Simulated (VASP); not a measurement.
# Nb4H: single point with LDA

The system is Nb4H, a slab with vacuum.

```
Nb H
1.0
     2.92702    0.00000    0.00000
     0.00000    4.13943    0.00000
     0.00000    0.00000   21.25767
Nb H
4 1
Direct
  0.50000 0.50000 0.18817
  0.00000 0.00000 0.25701
  0.50000 0.50000 0.33064
  0.00000 0.00000 0.38846
  0.00000 0.00000 0.56298
```

```json
{"Program": "VASP 6.6.1", "Task": "single point", "Functional": "LDA", "Potentials or basis": "VASP PAW LDA potentials, release 64 (Nb_sv, H)", "Cutoff": "520 eV", "k mesh": "9 × 7 × 1", "Occupations": "gaussian, width 0.1 eV", "Spin": "no spin polarisation", "Dipole correction": "yes", "Further INCAR settings": "ALGO = Normal; EDIFF = 1e-07; NBANDS = 34"}
```

- Largest force: 1.485 eV/Å

Forces on the atoms (eV/Å):
```
Nb   0.000  0.000  1.415
Nb   0.000  0.000 -1.485
Nb   0.000  0.000 -0.137
Nb   0.000  0.000  0.725
H    0.000  0.000 -0.519
```

Levels at points of the mesh, in eV from the Fermi level:
```csv
k point,band 24,band 25,band 26,band 27,band 28,band 29
"(0.00, 0.00, 0.00)",-0.96,-0.48,-0.30,0.14,0.34,0.34
```

It took 5.4 min on 1 thread of Intel Xeon 6975P-C, on a shared host, peak memory 0.35 GiB.
